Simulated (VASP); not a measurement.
# WS2 in VASP: notebook

The runs below take WS2 through single point, with PBE+D3(BJ).

Program: VASP 6.6.1. These are calculated values, not measurements. Logs are shortened: lines on timing, memory, paths and dates and some standing lists are left out, and cuts for length are marked.

## (1) The cell of the first run

The cell holds a slab with vacuum, 3 atoms: a = 3.160 Å, b = 3.160 Å, c = 16.939 Å, α = 90.00°, β = 90.00°, γ = 120.00°.

## (2) Single point, PBE+D3(BJ)

Input file POSCAR:

```
WS2
1.0
    3.1597166900      0.0000000000      0.0000000000
   -1.5798583450      2.7363949223      0.0000000000
    0.0000000000      0.0000000000     16.9394672491
W S
1 2
Direct
    0.3333333333      0.6666666667      0.0000000000
    0.6666666667      0.3333333333      0.9069626209
    0.6666666667      0.3333333333      0.0930373791
```

Input file INCAR.step1:

```
ALGO = Normal
EDIFF = 1E-6
ENCUT = 520
GGA = PE
ISIF = 2
ISMEAR = 0
IVDW = 12
LASPH = T
LCHARG = T
LMAXMIX = 4
LREAL = F
LWAVE = F
NBANDS = 20
NELM = 100
PREC = Accurate
SIGMA = 0.02
```

Input file KPOINTS.step1:

```
k-points
0
Gamma
  12 12 2
```

Input file INCAR.step2:

```
ALGO = Normal
EDIFF = 1E-6
ENCUT = 520
GGA = PE
ICHARG = 11
ISIF = 2
ISMEAR = -5
IVDW = 12
LASPH = T
LCHARG = F
LMAXMIX = 4
LORBIT = 10
LREAL = F
LWAVE = F
NEDOS = 2001
NELM = 100
PREC = Accurate
SIGMA = 0.02
```

Input file KPOINTS.step2:

```
k-points
0
Gamma
  18 18 3
```

Potentials or basis: VASP PAW PBE potentials, release 64 (W_sv, S).

Started as:

```bash
cat potpaw_PBE.64/W_sv/POTCAR potpaw_PBE.64/S/POTCAR > POTCAR
cp INCAR.step1 INCAR
cp KPOINTS.step1 KPOINTS
mpirun -np 1 vasp_std > vasp.out
cp INCAR.step2 INCAR
cp KPOINTS.step2 KPOINTS
mpirun -np 1 vasp_std > vasp.out
```

OUTCAR:

```text
EDIFF = 1E-6
   ENCUT = 520
   GGA = PE
   ICHARG = 11
   ISIF = 2
   ISMEAR = -5
   IVDW = 12
   LASPH = T
   LORBIT = 10
   LREAL = F
   NELM = 100
   PREC = Accurate
 IVDW          = 12

 ion  position               nearest neighbor table
   1  0.333  0.667  0.000-   2 2.41   3 2.41   2 2.41   3 2.41   2 2.41   3 2.41
   2  0.667  0.333  0.907-   1 2.41   1 2.41   1 2.41
   3  0.667  0.333  0.093-   1 2.41   1 2.41   1 2.41

  LATTYP: Found a hexagonal cell.
 ALAT       =     3.1597166900
 C/A-ratio  =     5.3610715488

  Lattice vectors:

 A1 = (   3.1597166900,   0.0000000000,   0.0000000000)
 A2 = (  -1.5798583450,   2.7363949223,   0.0000000000)
 A3 = (   0.0000000000,   0.0000000000,  16.9394672491)

Analysis of symmetry for initial positions (statically):
=====================================================================
 Subroutine PRICEL returns:
 Original cell was already a primitive cell.

 Routine SETGRP: Setting up the symmetry group for a
 hexagonal supercell.

 Subroutine GETGRP returns: Found 12 space group operations
 (whereof 12 operations were pure point group operations)
 out of a pool of 24 trial point group operations.

The static configuration has the point symmetry D_3h.

Analysis of symmetry for dynamics (positions and initial velocities):
=====================================================================
 Subroutine PRICEL returns:
 Original cell was already a primitive cell.

 Routine SETGRP: Setting up the symmetry group for a
 hexagonal supercell.

 Subroutine GETGRP returns: Found 12 space group operations
 (whereof 12 operations were pure point group operations)
 out of a pool of 24 trial point group operations.

The dynamic configuration has the point symmetry D_3h.

 Subroutine INISYM returns: Found 12 space group operations
 (whereof 12 operations are pure point group operations),
 and found     1 'primitive' translations

----------------------------------------------------------------------------------------

                                     Primitive cell

  volume of cell :     146.4626

  direct lattice vectors                    reciprocal lattice vectors
     3.159716690  0.000000000  0.000000000     0.316484071  0.182722163  0.000000000
    -1.579858345  2.736394922  0.000000000     0.000000000  0.365444327  0.000000000
     0.000000000  0.000000000 16.939467249     0.000000000  0.000000000  0.059033734

  length of vectors
     3.159716690  3.159716690 16.939467249     0.365444327  0.365444327  0.059033734

  position of ions in fractional coordinates (direct lattice)
     0.333333333  0.666666667  0.000000000
     0.666666667  0.333333333  0.906962621
     0.666666667  0.333333333  0.093037379

  ion indices of the primitive-cell ions
   primitive index   ion index
                 1           1
                 2           2
                 3           3

----------------------------------------------------------------------------------------

 KPOINTS: k-points

Automatic generation of k-mesh.
 Grid dimensions read from file:
 generate k-points for:   18   18    3

 Generating k-lattice:

  Cartesian coordinates                     Fractional coordinates (reciprocal lattice)
     0.017582448  0.010151231  0.000000000     0.055555556 -0.000000000  0.000000000
     0.000000000  0.020302463  0.000000000     0.000000000  0.055555556  0.000000000
     0.000000000  0.000000000  0.019677911     0.000000000  0.000000000  0.333333333

  Length of vectors
     0.020302463  0.020302463  0.019677911

  Shift w.r.t. Gamma in fractional coordinates (k-lattice)
     0.000000000  0.000000000  0.000000000

 TETIRR: Found    828 inequivalent tetrahedra from     5832

 Subroutine IBZKPT returns following result:
 ===========================================

 Found     74 irreducible k-points:

 Following reciprocal coordinates:
            Coordinates               Weight
  0.000000  0.000000  0.000000      1.000000
  0.055556 -0.000000  0.000000      6.000000
  0.111111 -0.000000  0.000000      6.000000
  0.166667 -0.000000  0.000000      6.000000
  0.222222 -0.000000  0.000000      6.000000
  0.277778 -0.000000  0.000000      6.000000
[... 16 lines left out ...]
  0.333333  0.111111  0.000000     12.000000
  0.388889  0.111111  0.000000     12.000000
 [... further k-points ...]
   k-points           NKPTS =     74   k-points in BZ     NKDIM =     74   number of bands    NBANDS=     17
   number of dos      NEDOS =   2001   number of ions     NIONS =      3
   total plane-waves  NPLWV =  72576
   dimension x,y,z NGX =    24 NGY =   24 NGZ =  126
   dimension x,y,z NGXF=    48 NGYF=   48 NGZF=  252
   ions per type =               1   2
   NGX,Y,Z   is equivalent  to a cutoff of  12.63, 12.63, 12.37 a.u.
   NGXF,Y,Z  is equivalent  to a cutoff of  25.25, 25.25, 24.73 a.u.
 SYSTEM =  unknown system
   PREC   = accura    normal or accurate (medium, high low for compatibility)
   ISTART =      0    job   : 0-new  1-cont  2-samecut
   ICHARG =     11    charge: 1-file 2-atom 10-const
   ISPIN  =      1    spin polarized calculation?
   LNONCOLLINEAR =      F non collinear calculations
   LSORBIT =      F    spin-orbit coupling
   LASPH  =      T    aspherical Exc in radial PAW
   ENCUT  =  520.0 eV  38.22 Ry    6.18 a.u.   5.87  5.87 31.50*2*pi/ulx,y,z
   NELM   =    100;   NELMIN=  2; NELMDL=  0     # of ELM steps
   EDIFF  = 0.1E-05   stopping-criterion for ELM
   LREAL  =      F    real-space projection
   EDIFFG = 0.1E-04   stopping-criterion for IOM
   NSW    =      0    number of steps for IOM
   IBRION =     -1    ionic relax: 0-MD 1-quasi-New 2-CG
   NFREE  =      0    steps in history (QN), initial steepest desc. (CG)
   ISIF   =      2    stress and relaxation
   ISYM   =      2    0-nonsym 1-usesym 2-fastsym
   POTIM  = 0.5000    time-step for ionic-motion
   TEBEG  =    0.0;   TEEND  =   0.0 temperature during run
   PSTRESS=    0.0 pullay stress
   NELECT =      26.0000    total number of electrons
   NUPDOWN=      -1.0000    fix difference up-down
   EMIN   =  10.00;   EMAX   =-10.00  energy-range for DOS
   EFERMI =   0.00;   METHOD = LEGACY
   ISMEAR =    -5;   SIGMA  =   0.02  broadening in eV -4-tet -1-fermi 0-gaus
   EFERMI_NEDOS =   21; number of points for ismear=-14 and -15
   IALGO  =     38    algorithm
   IMIX   =      4    mixing-type and parameters
     AMIX     =   0.40;   BMIX     =  1.00
     AMIX_MAG =   1.60;   BMIX_MAG =  1.00
  volume/ion in A,a.u.               =      48.82       329.46
  Fermi-wavevector in a.u.,A,eV,Ry     =   0.920076  1.738692 11.517875  0.846540
  Thomas-Fermi vector in A             =   2.045341
   LORBIT       =     10    0 simple, 1 ext, 2 COOP (PROOUT), +10 PAW based schemes
   GGA     = PE    functional components
   LHFCALC =     F    Hartree Fock is set to
   AEXX    =    0.0000 exact exchange contribution
   IVDW    =    12    specifies the selected vdW correction
   LEPSILON=     F    determine dielectric tensor
   LRPA    =     F    only Hartree local field effects (RPA)
 non-spin polarized calculation
 Fermi weights with tetrahedron method with Bloechl corrections
  energy-cutoff  :      520.00
  volume of cell :      146.46
 maximum number of plane-waves:      3972
 NGX is ok and might be reduce to    24

 number of electron      25.9999999 magnetization

 Free energy of the ion-electron system (eV)
  ---------------------------------------------------
  ext. energy  EPLUGINS =         0.00000000
  ---------------------------------------------------
  free energy    TOTEN  =       -23.66661421 eV

  energy without entropy =      -23.66661421  energy(sigma->0) =      -23.66661421

 E-fermi :  -1.1082     XC(G=0):  -4.5874

 val. band max:       -1.1114023855   @ k =   0.3333   0.3333   0.0000
 cond. band min:       0.8108616727   @ k =   0.3333   0.3333   0.0000
 fundamental gap:      1.9222640582
 Fermi energy:        -1.1081639238

 k-point     1 :       0.0000    0.0000    0.0000
  band No.  band energies     occupation
      1     -75.1195      2.00000
      2     -39.3706      2.00000
      3     -39.1972      2.00000
      4     -39.1972      2.00000
      5     -15.9332      2.00000
      6     -14.3091      2.00000
[... 9 lines left out ...]
     16       1.9555      0.00000
     17       1.9555      0.00000

 k-point     2 :       0.0556   -0.0000    0.0000
  band No.  band energies     occupation
      1     -75.1190      2.00000
      2     -39.3686      2.00000
      3     -39.2082      2.00000
      4     -39.1997      2.00000
      5     -15.8806      2.00000
      6     -14.2894      2.00000
[... 9 lines left out ...]
     16       1.9070      0.00000
     17       1.9239      0.00000

 k-point     3 :       0.1111   -0.0000    0.0000
  band No.  band energies     occupation
      1     -75.1174      2.00000
      2     -39.3629      2.00000
      3     -39.2399      2.00000
      4     -39.2071      2.00000
      5     -15.7265      2.00000
      6     -14.2314      2.00000
[... 9 lines left out ...]
     16       1.7816      0.00000
     17       2.1875      0.00000

 k-point     4 :       0.1667   -0.0000    0.0000
  band No.  band energies     occupation
      1     -75.1149      2.00000
      2     -39.3541      2.00000
      3     -39.2881      2.00000
      4     -39.2183      2.00000
      5     -15.4813      2.00000
      6     -14.1394      2.00000
[... 9 lines left out ...]
     16       1.7403      0.00000
     17       2.5332      0.00000

 k-point     5 :       0.2222   -0.0000    0.0000
  band No.  band energies     occupation
      1     -75.1119      2.00000
      2     -39.3467      2.00000
      3     -39.3434      2.00000
      4     -39.2321      2.00000
      5     -15.1625      2.00000
      6     -14.0207      2.00000
[... 9 lines left out ...]
     16       1.9489      0.00000
     17       2.8810      0.00000

 k-point     6 :       0.2778   -0.0000    0.0000
  band No.  band energies     occupation
      1     -75.1087      2.00000
      2     -39.4085      2.00000
      3     -39.3319      2.00000
      4     -39.2467      2.00000
      5     -14.7961      2.00000
      6     -13.8862      2.00000
[... 9 lines left out ...]
     16       2.2561      0.00000
     17       3.1767      0.00000
[... 281 lines left out ...]
 k-point    21 :       0.2222    0.1111    0.0000
  band No.  band energies     occupation
      1     -75.1077      2.00000
      2     -39.4150      2.00000
      3     -39.3284      2.00000
      4     -39.2638      2.00000
      5     -14.6788      2.00000
      6     -13.8402      2.00000
[... 9 lines left out ...]
     16       2.0453      0.00000
     17       3.4430      0.00000

 k-point    22 :       0.2778    0.1111    0.0000
  band No.  band energies     occupation
      1     -75.1049      2.00000
      2     -39.4646      2.00000
      3     -39.3182      2.00000
      4     -39.2812      2.00000
      5     -14.3151      2.00000
      6     -13.7078      2.00000
[... 9 lines left out ...]
     16       2.3509      0.00000
     17       3.5928      0.00000

 k-point    23 :       0.3333    0.1111    0.0000
  band No.  band energies     occupation
      1     -75.1025      2.00000
      2     -39.5046      2.00000
      3     -39.3099      2.00000
      4     -39.2953      2.00000
      5     -13.9886      2.00000
      6     -13.5918      2.00000
[... 9 lines left out ...]
     16       2.6525      0.00000
     17       3.5900      0.00000

 k-point    24 :       0.3889    0.1111    0.0000
  band No.  band energies     occupation
      1     -75.1010      2.00000
      2     -39.5306      2.00000
      3     -39.3045      2.00000
      4     -39.3045      2.00000
      5     -13.7562      2.00000
      6     -13.5116      2.00000
[... 9 lines left out ...]
     16       2.9202      0.00000
     17       3.4640      0.00000

 [... further k-points ...]

------------------------ aborting loop because EDIFF is reached ----------------------------------------

 Edisp (eV)   -0.93226

 E8    (eV) :    -0.4184

  FORCE on cell =-STRESS in cart. coord.  units (eV):
  Direction    XX          YY          ZZ          XY          YZ          ZX
  --------------------------------------------------------------------------------------
  -------------------------------------------------------------------------------------
  Total      -0.02209    -0.02209    -0.02429     0.00000    -0.00000    -0.00000
  in kB      -0.24160    -0.24160    -0.26569     0.00000    -0.00000    -0.00000
  external pressure =       -0.25 kB  Pullay stress =        0.00 kB

 VOLUME and BASIS-vectors are now :
 -----------------------------------------------------------------------------
  energy-cutoff  :      520.00
  volume of cell :      146.46
      direct lattice vectors                 reciprocal lattice vectors
     3.159716690  0.000000000  0.000000000     0.316484071  0.182722163  0.000000000
    -1.579858345  2.736394922  0.000000000     0.000000000  0.365444327  0.000000000
     0.000000000  0.000000000 16.939467249     0.000000000  0.000000000  0.059033734

 POSITION                                       TOTAL-FORCE (eV/Angst)
 -----------------------------------------------------------------------------------
     -0.00000      1.82426      0.00000         0.000000      0.000000      0.000000
      1.57986      0.91213     15.36346         0.000000     -0.000000     -0.002732
      1.57986      0.91213      1.57600        -0.000000      0.000000      0.002732
 -----------------------------------------------------------------------------------
    total drift:                                0.002180     -0.001258      0.000000

  FREE ENERGIE OF THE ION-ELECTRON SYSTEM (eV)
  ---------------------------------------------------
  free  energy   TOTEN  =       -24.5988711458 eV

  energy  without entropy=      -24.5988711458  energy(sigma->0) =      -24.59887115

 total charge

# of ion       s       p       d       tot
------------------------------------------
    1        2.320   6.330   3.377  12.027
    2        1.358   2.365   0.000   3.724
    3        1.358   2.365   0.000   3.724
--------------------------------------------------
tot          5.037  11.061   3.377  19.475
```

Run time: 2 min. Hardware: 1 thread of Intel Xeon 6975P-C (Granite Rapids), shared host; peak memory 0.36 GiB.

What came out:

* Valence electrons inside the program's atomic spheres: W 12.03; S 3.72
* Dispersion energy per atom: -0.311 eV

Caveat: spin-orbit coupling is left out, which moves the levels of the heavy elements.

## (3) Single point, PBE+D3(BJ)

Input file POSCAR:

```
WS2
1.0
    3.1597166908      0.0000000000      0.0000000000
   -1.5798583454      2.7363949230      0.0000000000
    0.0000000000      0.0000000000     16.9394672486
W S
1 2
Direct
    0.3333333333      0.6666666667      0.0000000000
    0.6666666667      0.3333333333      0.9069626209
    0.6666666667      0.3333333333      0.0930373791
```

INCAR.step1 is that of step 2.

KPOINTS.step1 is that of step 2.

INCAR.step2 is that of step 2.

KPOINTS.step2 is that of step 2.

Potentials or basis: VASP PAW PBE potentials, release 64 (W_sv, S).

Started as:

```bash
cat potpaw_PBE.64/W_sv/POTCAR potpaw_PBE.64/S/POTCAR > POTCAR
cp INCAR.step1 INCAR
cp KPOINTS.step1 KPOINTS
mpirun -np 1 vasp_std > vasp.out
cp INCAR.step2 INCAR
cp KPOINTS.step2 KPOINTS
mpirun -np 1 vasp_std > vasp.out
```

Run time: 5.4 min. Hardware: 1 thread of Intel Xeon Platinum 8488C (Sapphire Rapids), shared host; peak memory 0.36 GiB.

It converged, with:

* Valence electrons inside the program's atomic spheres: W 12.03; S 3.72
* Dispersion energy per atom: -0.311 eV

Levels at points of the mesh, in eV from the valence-band top:
```csv
k point,band 9,band 10,band 11,band 12,band 13,band 14,band 15,band 16,band 17
"(0.00, 0.00, 0.00)",-2.81,-2.21,-1.57,-1.57,-0.14,2.94,2.94,3.07,3.07
"(0.50, 0.00, 0.00)",-4.47,-3.40,-2.22,-1.22,-0.96,2.95,3.37,4.06,5.17
```

Caveat: spin-orbit coupling is left out, which moves the levels of the heavy elements.
